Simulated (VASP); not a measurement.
A run of VASP 6.6.1 is set up as follows.

Contents of INCAR:

```
SYSTEM = ZnSe
ALGO = Normal ; EDIFF = 1E-6
ENCUT = 520 ; GGA = PE
ISIF = 2 ; ISMEAR = 0
LASPH = .TRUE. ; LCHARG = .FALSE.
LREAL = .FALSE. ; LWAVE = .FALSE.
NBANDS = 26 ; NELM = 100
PREC = Accurate ; SIGMA = 0.05
```

Contents of KPOINTS:

```
k-points
0
G
  8 8 6
  0 0 0
```

Contents of POSCAR:

```
ZnSe
1.0
    0.0000000000     -2.8338000000     -2.8338000000
    0.0000000000      2.8338000000     -2.8338000000
    5.6676000000      0.0000000000      0.0000000000
Zn Se
2 2
Direct
    0.5000000000      0.5000000000      0.4536840991
    0.0000000000      0.0000000000      0.0463159009
    0.0000000000      0.5000000000      0.2500000000
    0.5000000000      0.0000000000      0.7500000000
```

Potentials or basis: VASP PAW PBE potentials, release 64 (Zn, Se).

Command:

```console
$ cat potpaw_PBE.64/Zn/POTCAR potpaw_PBE.64/Se/POTCAR > POTCAR
$ mpirun -np 1 vasp_std > vasp.out
```

Task: What does it give for the band gap on the k mesh?

Result: 0.82 eV, direct.

Task: Predict the pressure.

Result: 4.1 GPa.

Task: Estimate the largest force.

Result: 2.460 eV/Å.

Stress tensor (GPa, compression positive):
```
1.58 0.00 0.00
0.00 5.43 0.00
0.00 0.00 5.43
```

Caveat: the cell differs from its parent crystal (mode 7 (198.7 1/cm) frozen in, largest displacement +0.263 Å); forces of over 1 eV/Å act on the atoms, so gaps and moduli don't describe the material at rest.
